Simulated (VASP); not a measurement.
Input of a VASP 6.6.1 run:

INCAR

```
SYSTEM = NiO2
  PREC = Accurate
  ENCUT = 520
  EDIFF = 1E-7
  ISMEAR = 0
  SIGMA = 0.05
  LREAL = .FALSE.
  LASPH = .TRUE.
  NELM = 80
  ALGO = Normal
  ISIF = 2
  LWAVE = .FALSE.
  LCHARG = .FALSE.
  GGA = PS
  NBANDS = 31
```

The input KPOINTS:

```
Automatic mesh
0
G
  12 12 4
  0 0 0
```

Contents of POSCAR:

```
NiO2
1.0
    2.7833395248      0.0000000000      0.0000000000
   -1.3916697624      2.4586515906      0.0000000000
    0.0000000000      0.0000000000     10.8430490062
Ni O
2 4
Direct
    0.0000000000      0.0000000000      0.0000000000
    0.0000000000      0.0000000000      0.5000000000
    0.6666666667      0.3333333333      0.0860929541
    0.6666666667      0.3333333333      0.4139070459
    0.3333333333      0.6666666667      0.9139070459
    0.3333333333      0.6666666667      0.5860929541
```

Potentials or basis: VASP PAW PBE potentials, release 64 (Ni, O).

Run with:

```console
$ cat potpaw_PBE.64/Ni/POTCAR potpaw_PBE.64/O/POTCAR > POTCAR
$ mpirun -np 1 vasp_std > vasp.out
```

Q: What does it give for the largest force?

A: 0.193 eV/Å.

Q: Predict the band gap on the k mesh.

A: 1.05 eV (least direct gap 1.32 eV).

Q: Estimate the pressure.

A: -3.1 GPa.

Forces on the atoms (eV/Å):
```
Ni   0.000  0.000  0.000
Ni   0.000  0.000  0.000
O    0.000  0.084 -0.174
O    0.000  0.084  0.174
O    0.000 -0.084  0.174
O    0.000 -0.084 -0.174
```

Caveat: the cell differs from its parent crystal (strain +0.0200 x Voigt [0, 1, 0, 0, 0, 0]); the cell stands under tension; the PAW data sets were made with another functional, which shifts forces and pressure a little; the run has no spin polarisation, though such a crystal can be magnetic. A k mesh can miss the band edges.
